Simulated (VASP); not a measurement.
# C in VASP: notebook

Runs on C. Level: LDA. Tasks: single point, relaxation of the atoms.

Everything below comes from runs of VASP 6.6.1. Logs are shortened: lines on timing, memory, paths and dates and some standing lists are left out, and cuts for length are marked.

**1. The cell of the first run**

The cell holds a slab with vacuum, 6 atoms: a = 2.497 Å, b = 3.532 Å, c = 18.497 Å, α = 90.00°, β = 90.00°, γ = 90.00°.

**2. Single point, LDA**

INCAR

```
ALGO     = Normal         # electronic algorithm
EDIFF    = 1E-6           # SCF threshold, eV
ENCUT    = 910            # plane-wave cutoff, eV
GGA      = CA             # functional
GGA_COMPAT= False        
ISIF     = 2              # what is computed and relaxed
ISMEAR   = -1             # smearing method
LASPH    = True           # aspherical terms in the spheres
LCHARG   = False          # write CHGCAR
LREAL    = False          # projectors in reciprocal space
LWAVE    = False          # write WAVECAR
NBANDS   = 21             # bands
NELM     = 120            # most SCF steps
NELMDL   = -8           
PREC     = Accurate       # precision mode
SIGMA    = 0.02           # smearing width, eV
```

KPOINTS

```
k-points
0
Gamma
  10 7 1
```

POSCAR

```
C
1.0
    2.4973051747      0.0000000000      0.0000000000
    0.0000000000      3.5317228474      0.0000000000
    0.0000000000      0.0000000000     18.4973000000
C
6
Direct
    0.7500000000      0.0979665966      0.4395637417
    0.2500000000      0.9020334034      0.4395637417
    0.2500000000      0.6098846866      0.5000000011
    0.7500000000      0.3901153134      0.5000000011
    0.7500000000      0.0979665959      0.5604362572
    0.2500000000      0.9020334041      0.5604362572
```

Potentials or basis: VASP PAW LDA potentials, release 64 (C_h).

Launch:

```
cat potpaw_LDA.64/C_h/POTCAR > POTCAR
mpirun -np 1 vasp_std > vasp.out
```

OUTCAR:

```text
EDIFF = 1E-6
   ENCUT = 910
   GGA = CA
   ISIF = 2
   ISMEAR = -1
   LASPH = True
   LREAL = False
   NELM = 120
   NELMDL = -8
   PREC = Accurate

 ion  position               nearest neighbor table
   1  0.750  0.098  0.440-   2 1.43   2 1.43   4 1.52
   2  0.250  0.902  0.440-   1 1.43   1 1.43   3 1.52
   3  0.250  0.610  0.500-   4 1.47   4 1.47   6 1.52   2 1.52
   4  0.750  0.390  0.500-   3 1.47   3 1.47   5 1.52   1 1.52
   5  0.750  0.098  0.560-   6 1.43   6 1.43   4 1.52
   6  0.250  0.902  0.560-   5 1.43   5 1.43   3 1.52

  LATTYP: Found a simple orthorhombic cell.
 ALAT       =     2.4973051747
 B/A-ratio  =     1.4142135624
 C/A-ratio  =     7.4069041251

  Lattice vectors:

 A1 = (   2.4973051747,   0.0000000000,   0.0000000000)
 A2 = (   0.0000000000,   3.5317228474,   0.0000000000)
 A3 = (   0.0000000000,   0.0000000000,  18.4973000000)

Analysis of symmetry for initial positions (statically):
=====================================================================
 Subroutine PRICEL returns:
 Original cell was already a primitive cell.

 Routine SETGRP: Setting up the symmetry group for a
 simple orthorhombic supercell.

 Subroutine GETGRP returns: Found  8 space group operations
 (whereof  4 operations were pure point group operations)
 out of a pool of  8 trial point group operations.

The static configuration has the point symmetry C_2h.
 The point group associated with its full space group is D_2h.

Analysis of symmetry for dynamics (positions and initial velocities):
=====================================================================
 Subroutine PRICEL returns:
 Original cell was already a primitive cell.

 Routine SETGRP: Setting up the symmetry group for a
 simple orthorhombic supercell.

 Subroutine GETGRP returns: Found  8 space group operations
 (whereof  4 operations were pure point group operations)
 out of a pool of  8 trial point group operations.

The dynamic configuration has the point symmetry C_2h.
 The point group associated with its full space group is D_2h.

 Subroutine INISYM returns: Found  8 space group operations
 (whereof  4 operations are pure point group operations),
 and found     1 'primitive' translations

----------------------------------------------------------------------------------------

                                     Primitive cell

  volume of cell :     163.1423

  direct lattice vectors                    reciprocal lattice vectors
     2.497305175  0.000000000  0.000000000     0.400431637  0.000000000  0.000000000
     0.000000000  3.531722847  0.000000000     0.000000000  0.283147926  0.000000000
     0.000000000  0.000000000 18.497300000     0.000000000  0.000000000  0.054061944

  length of vectors
     2.497305175  3.531722847 18.497300000     0.400431637  0.283147926  0.054061944

  position of ions in fractional coordinates (direct lattice)
     0.750000000  0.097966597  0.439563742
     0.250000000  0.902033403  0.439563742
     0.250000000  0.609884687  0.500000001
     0.750000000  0.390115313  0.500000001
     0.750000000  0.097966596  0.560436257
     0.250000000  0.902033404  0.560436257

  ion indices of the primitive-cell ions
   primitive index   ion index
                 1           1
                 2           2
                 3           3
                 4           4
                 5           5
                 6           6

----------------------------------------------------------------------------------------

 KPOINTS: k-points

Automatic generation of k-mesh.
 Grid dimensions read from file:
 generate k-points for:   10    7    1

 Generating k-lattice:

  Cartesian coordinates                     Fractional coordinates (reciprocal lattice)
     0.040043164  0.000000000  0.000000000     0.100000000  0.000000000  0.000000000
     0.000000000  0.040449704  0.000000000     0.000000000  0.142857143  0.000000000
     0.000000000  0.000000000  0.054061944     0.000000000  0.000000000  1.000000000

  Length of vectors
     0.040043164  0.040449704  0.054061944

  Shift w.r.t. Gamma in fractional coordinates (k-lattice)
     0.000000000  0.000000000  0.000000000

 Subroutine IBZKPT returns following result:
 ===========================================

 Found     24 irreducible k-points:

 Following reciprocal coordinates:
            Coordinates               Weight
  0.000000  0.000000  0.000000      1.000000
  0.100000  0.000000  0.000000      2.000000
  0.200000  0.000000  0.000000      2.000000
  0.300000  0.000000  0.000000      2.000000
  0.400000  0.000000  0.000000      2.000000
  0.500000  0.000000  0.000000      1.000000
[... 16 lines left out ...]
  0.400000  0.428571  0.000000      4.000000
  0.500000  0.428571  0.000000      2.000000
   k-points           NKPTS =     24   k-points in BZ     NKDIM =     24   number of bands    NBANDS=     21
   number of dos      NEDOS =    301   number of ions     NIONS =      6
   total plane-waves  NPLWV = 193536
   dimension x,y,z NGX =    28 NGY =   36 NGZ =  192
   dimension x,y,z NGXF=    56 NGYF=   72 NGZF=  384
   ions per type =               6
   NGX,Y,Z   is equivalent  to a cutoff of  18.64, 16.95, 17.26 a.u.
   NGXF,Y,Z  is equivalent  to a cutoff of  37.28, 33.89, 34.51 a.u.
 SYSTEM =  unknown system
   PREC   = accura    normal or accurate (medium, high low for compatibility)
   ISTART =      0    job   : 0-new  1-cont  2-samecut
   ICHARG =      2    charge: 1-file 2-atom 10-const
   ISPIN  =      1    spin polarized calculation?
   LNONCOLLINEAR =      F non collinear calculations
   LSORBIT =      F    spin-orbit coupling
   LASPH  =      T    aspherical Exc in radial PAW
   ENCUT  =  910.0 eV  66.88 Ry    8.18 a.u.   6.14  8.69 45.50*2*pi/ulx,y,z
   NELM   =    120;   NELMIN=  2; NELMDL= -8     # of ELM steps
   EDIFF  = 0.1E-05   stopping-criterion for ELM
   LREAL  =      F    real-space projection
   EDIFFG = 0.1E-04   stopping-criterion for IOM
   NSW    =      0    number of steps for IOM
   IBRION =     -1    ionic relax: 0-MD 1-quasi-New 2-CG
   NFREE  =      0    steps in history (QN), initial steepest desc. (CG)
   ISIF   =      2    stress and relaxation
   ISYM   =      2    0-nonsym 1-usesym 2-fastsym
   POTIM  = 0.5000    time-step for ionic-motion
   TEBEG  =    0.0;   TEEND  =   0.0 temperature during run
   PSTRESS=    0.0 pullay stress
   NELECT =      24.0000    total number of electrons
   NUPDOWN=      -1.0000    fix difference up-down
   EMIN   =  10.00;   EMAX   =-10.00  energy-range for DOS
   EFERMI =   0.00;   METHOD = LEGACY
   ISMEAR =    -1;   SIGMA  =   0.02  broadening in eV -4-tet -1-fermi 0-gaus
   EFERMI_NEDOS =   21; number of points for ismear=-14 and -15
   IALGO  =     38    algorithm
   IMIX   =      4    mixing-type and parameters
     AMIX     =   0.40;   BMIX     =  1.00
     AMIX_MAG =   1.60;   BMIX_MAG =  1.00
  volume/ion in A,a.u.               =      27.19       183.49
  Fermi-wavevector in a.u.,A,eV,Ry     =   0.864217  1.633134 10.161809  0.746872
  Thomas-Fermi vector in A             =   1.982282
   LORBIT       =      0    0 simple, 1 ext, 2 COOP (PROOUT), +10 PAW based schemes
   GGA     = CA    functional components
   LHFCALC =     F    Hartree Fock is set to
   AEXX    =    0.0000 exact exchange contribution
   IVDW    =     0    specifies the selected vdW correction
   LEPSILON=     F    determine dielectric tensor
   LRPA    =     F    only Hartree local field effects (RPA)
 non-spin polarized calculation
  energy-cutoff  :      910.00
  volume of cell :      163.14
 maximum number of plane-waves:     10220
 NGX is ok and might be reduce to    28
   NGX = 13   NGY = 17   NGZ = 91

 number of electron      24.0000001 magnetization

 Free energy of the ion-electron system (eV)
  ---------------------------------------------------
  ext. energy  EPLUGINS =         0.00000000
  ---------------------------------------------------
  free energy    TOTEN  =       -54.38840429 eV

  energy without entropy =      -54.38616725  energy(sigma->0) =      -54.38728577

 E-fermi :  -2.5792     XC(G=0):  -3.8176

 val. band max:       -2.5918238799   @ k =   0.1000   0.4286   0.0000
 cond. band min:      -2.5343488454   @ k =   0.2000   0.4286   0.0000
 fundamental gap:      0.0574750345
 Fermi energy:        -2.5792053213

 k-point     1 :       0.0000    0.0000    0.0000
  band No.  band energies     occupation
      1     -23.5611      2.00000
      2     -18.6930      2.00000
      3     -15.5977      2.00000
      4     -14.6489      2.00000
      5     -10.3253      2.00000
      6      -9.4658      2.00000
[... 13 lines left out ...]
     20       5.6720      0.00000
     21       6.1994      0.00000

 k-point     2 :       0.1000    0.0000    0.0000
  band No.  band energies     occupation
      1     -23.3791      2.00000
      2     -18.5273      2.00000
      3     -15.4531      2.00000
      4     -14.5623      2.00000
      5     -10.2686      2.00000
      6     -10.1725      2.00000
[... 13 lines left out ...]
     20       5.5876      0.00000
     21       6.4811      0.00000

 k-point     3 :       0.2000    0.0000    0.0000
  band No.  band energies     occupation
      1     -22.8353      2.00000
      2     -18.0325      2.00000
      3     -15.0202      2.00000
      4     -14.5142      2.00000
      5     -11.8013      2.00000
      6      -9.7638      2.00000
[... 13 lines left out ...]
     20       6.1484      0.00000
     21       6.4451      0.00000
[... 457 lines left out ...]
 k-point    23 :       0.4000    0.4286    0.0000
  band No.  band energies     occupation
      1     -19.2471      2.00000
      2     -17.8625      2.00000
      3     -15.5334      2.00000
      4     -15.4291      2.00000
      5     -14.1603      2.00000
      6     -12.6431      2.00000
[... 13 lines left out ...]
     20       8.7081      0.00000
     21       9.1330      0.00000

 k-point    24 :       0.5000    0.4286    0.0000
  band No.  band energies     occupation
      1     -17.8881      2.00000
      2     -17.8881      2.00000
      3     -15.7439      2.00000
      4     -15.7439      2.00000
      5     -14.1989      2.00000
      6     -14.1989      2.00000
[... 13 lines left out ...]
     20       9.5581      0.00000
     21       9.5814      0.00000

------------------------ aborting loop because EDIFF is reached ----------------------------------------

  FORCE on cell =-STRESS in cart. coord.  units (eV):
  Direction    XX          YY          ZZ          XY          YZ          ZX
  --------------------------------------------------------------------------------------
  -------------------------------------------------------------------------------------
  Total       -2.2295760      9.0748874      0.0503402      0.0000000      0.0000000      0.0000000
  in kB      -21.8960756     89.1220681      0.4943781      0.0000000      0.0000000      0.0000000
  external PRESSURE =      22.5734569 kB  Pullay stress =       0.0000000 kB

 VOLUME and BASIS-vectors are now :
 -----------------------------------------------------------------------------
  energy-cutoff  :      910.00
  volume of cell :      163.14
      direct lattice vectors                 reciprocal lattice vectors
     2.497305175  0.000000000  0.000000000     0.400431637  0.000000000  0.000000000
     0.000000000  3.531722847  0.000000000     0.000000000  0.283147926  0.000000000
     0.000000000  0.000000000 18.497300000     0.000000000  0.000000000  0.054061944

 POSITION                                       TOTAL-FORCE (eV/Angst)
 -----------------------------------------------------------------------------------
      1.87298      0.34599      8.13074         0.000000      0.017668     -0.035552
      0.62433      3.18573      8.13074         0.000000     -0.017668     -0.035552
      0.62433      2.15394      9.24865         0.000000     -0.011422      0.000000
      1.87298      1.37778      9.24865         0.000000      0.011422      0.000000
      1.87298      0.34599     10.36656         0.000000      0.017668      0.035552
      0.62433      3.18573     10.36656         0.000000     -0.017668      0.035552
 -----------------------------------------------------------------------------------
    total drift:                                0.000000     -0.000000     -0.000002

  FREE ENERGIE OF THE ION-ELECTRON SYSTEM (eV)
  ---------------------------------------------------
  free  energy   TOTEN  =       -54.3884042938 eV

  energy  without entropy=      -54.3861672530  energy(sigma->0) =      -54.38728577
```

Run time: 2.6 min. Hardware: 1 thread of Intel Xeon 6975P-C (Granite Rapids), shared host; peak memory 0.42 GiB.

What came out:

```
Free energy            : -54.3884 eV
Largest force          : 0.040 eV/Å
Band gap on the k mesh : zero (bands 12 and 13 overlap by 0.81 eV)
```

Forces in eV/Å, atoms in the order of the input:
```
C    0.000  0.018 -0.036
C    0.000 -0.018 -0.036
C    0.000 -0.011  0.000
C    0.000  0.011  0.000
C    0.000  0.018  0.036
C    0.000 -0.018  0.036
```

Levels at points of the mesh, in eV from the Fermi level:
```csv
k point,band 10,band 11,band 12,band 13,band 14,band 15
"(0.00, 0.00, 0.00)",-2.26,-2.22,0.64,0.90,5.33,5.39
"(0.50, 0.00, 0.00)",-5.09,-1.72,-1.72,1.33,1.33,6.75
```

Caveat: the cutoff is under 1.25 times the usual one of these potentials, so pressure, stress and relaxed cells hold a basis-set (Pulay) error.

**3. Single point, LDA**

INCAR

```
  ALGO = Normal
  DIPOL = 0.5 0.5 0.500
  EDIFF = 1E-6
  ENCUT = 910
  GGA = CA
  GGA_COMPAT = F
  IDIPOL = 3
  ISIF = 2
  ISMEAR = -1
  LASPH = T
  LCHARG = F
  LDIPOL = T
  LREAL = F
  LWAVE = F
  NBANDS = 21
  NELM = 120
  NELMDL = -8
  PREC = Accurate
  SIGMA = 0.02
```

KPOINTS is that of step 2.

POSCAR is that of step 2.

Potentials or basis: VASP PAW LDA potentials, release 64 (C_h).

Launch:

```
cat potpaw_LDA.64/C_h/POTCAR > POTCAR
mpirun -np 1 vasp_std > vasp.out
```

It took 3.5 min on 1 thread of Intel Xeon Platinum 8488C (Sapphire Rapids), shared host; peak memory 0.42 GiB.

It converged, with:

```yaml
Free_energy: -54.3884 eV
Largest_force: 0.040 eV/Å
Band_gap_on_the_k_mesh: zero (bands 12 and 13 overlap by 0.81 eV)
```

Forces on the atoms (eV/Å):
```
C    0.000  0.018 -0.036
C    0.000 -0.018 -0.036
C    0.000 -0.011  0.000
C    0.000  0.011  0.000
C    0.000  0.018  0.036
C    0.000 -0.018  0.036
```

Levels at points of the mesh, in eV from the Fermi level:
```csv
k point,band 10,band 11,band 12,band 13,band 14,band 15
"(0.00, 0.00, 0.00)",-2.26,-2.22,0.64,0.90,5.33,5.39
"(0.50, 0.00, 0.00)",-5.09,-1.72,-1.72,1.33,1.33,6.75
```

Caveat: the cutoff is under 1.25 times the usual one of these potentials, so pressure, stress and relaxed cells hold a basis-set (Pulay) error.

**4. Relaxation of the atoms, LDA**

INCAR

```
SYSTEM = C
ALGO = Normal
DIPOL = 0.5 0.5 0.500
EDIFF = 1E-6
EDIFFG = -0.01
ENCUT = 520
IBRION = 2
IDIPOL = 3
ISIF = 2
ISMEAR = -1
LASPH = .TRUE.
LCHARG = .FALSE.
LDIPOL = .TRUE.
LREAL = .FALSE.
LWAVE = .FALSE.
NELM = 80
NSW = 32
PREC = Accurate
SIGMA = 0.02
```

KPOINTS

```
k-points
0
G
  10 7 1
  0 0 0
```

POSCAR is that of step 3.

Potentials or basis: VASP PAW LDA potentials, release 64 (C).

Launch:

```
cat potpaw_LDA.64/C/POTCAR > POTCAR
mpirun -np 1 vasp_std > vasp.out
```

Wall time 3 min (1 thread of AMD EPYC 7R13, shared host); peak memory 0.19 GiB.

Results (log left out):

```yaml
Free_energy: -54.3247 eV
Energy_gained_by_relaxing: 0.1 meV/atom
Ionic_steps: 5
Largest_force_after_relaxing: 0.008 eV/Å
Band_gap_on_the_k_mesh: zero (bands 12 and 13 overlap by 0.81 eV)
```

Forces on the atoms (eV/Å):
```
C    0.000 -0.007 -0.003
C    0.000  0.007 -0.003
C    0.000 -0.005  0.000
C    0.000  0.005  0.000
C    0.000 -0.007  0.003
C    0.000  0.007  0.003
```

Step by step:
```tsv
step	energy change (eV)	largest force (eV/Å)	pressure (GPa)
1	0.0000	0.0585	2.45
2	-0.0002	0.1012	2.29
3	-0.0003	0.0666	2.33
4	-0.0004	0.0244	2.24
5	-0.0004	0.0077	2.26
```

Final structure:
```
CELL_PARAMETERS angstrom
2.49731 0.00000 0.00000
0.00000 3.53172 0.00000
0.00000 0.00000 18.49730
ATOMIC_POSITIONS crystal
C 0.75000 0.09819 0.43937
C 0.25000 0.90181 0.43937
C 0.25000 0.61002 0.50000
C 0.75000 0.38998 0.50000
C 0.75000 0.09819 0.56063
C 0.25000 0.90181 0.56063
```

Levels at points of the mesh, in eV from the Fermi level:
```csv
k point,band 8,band 9,band 10,band 11,band 12,band 13,band 14,band 15,band 16
"(0.00, 0.00, 0.00)",-6.46,-4.39,-2.26,-2.24,0.63,0.89,5.29,5.39,5.44
"(0.50, 0.00, 0.00)",-7.85,-5.09,-5.09,-1.72,-1.72,1.30,1.30,6.73,6.73
```

**5. Overview**

```tsv
task	potentials or basis	cell	cutoff (eV)	dipole correction	gap on the mesh (eV)	largest force (eV/Å)
single point	VASP PAW LDA potentials, release 64 (C_h)	as given	910	no	none	0.04
single point	VASP PAW LDA potentials, release 64 (C_h)	as given	910	yes	none	0.04
relaxation of the atoms	VASP PAW LDA potentials, release 64 (C)	atoms relaxed	520	yes	none	0.01
```

Alike in all rows: level LDA; no spin polarisation; k mesh 10 × 7 × 1; smearing fermi-dirac 0.02 eV.

Caveats: the cutoff is under 1.25 times the usual one of these potentials, so pressure, stress and relaxed cells hold a basis-set (Pulay) error (at least some runs).

Total energies depend on the potentials used, so only differences within one code and one set of settings carry meaning.
